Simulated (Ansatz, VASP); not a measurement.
Two plane-wave programs on CuO

```
CELL_PARAMETERS angstrom
3.28802 0.00000 0.00000
-1.64401 2.84751 0.00000
0.00000 0.00000 5.38502
ATOMIC_POSITIONS crystal
Cu 0.66667 0.33333 0.00000
Cu 0.33333 0.66667 0.50000
O 0.66667 0.33333 0.62520
O 0.33333 0.66667 0.12520
```

Alike in both runs: functional PBE; k mesh 9 × 9 × 5; occupations fermi-dirac, width 0.05 eV; no spin polarisation; Hubbard terms Cu d U = 2.0 eV.

```csv
,VASP,Ansatz
version,VASP 6.6.1,Ansatz 0.2.0
potentials or method,"VASP PAW PBE potentials, release 64 (Cu, O)",Ansatz PAW
plane-wave cutoff (eV),520,420
valence electrons in the cell,34,50
task,single point,band structure
```

```tsv
	VASP	Ansatz	Ansatz less VASP
gap on the k mesh at the Fermi level (eV)	none	none	-
pressure (GPa)	-9.2	-8.2	+0.98
traceless stress, the component that is largest in VASP (GPa)	1.00	1.10	+0.099
rms of the force components (eV/Å)	0.033	0.041	+0.0081
```

The programs project onto different local orbitals, so the same U acts differently, and such runs can settle in different states. Atom by atom the forces differ by 0.008 eV/Å (rms over components). A gap of «none» marks a metal or a gap that the smearing closes. VASP's potentials hold 34 valence electrons a cell and Ansatz's 50, so a difference there can come from the potentials and not from the codes.
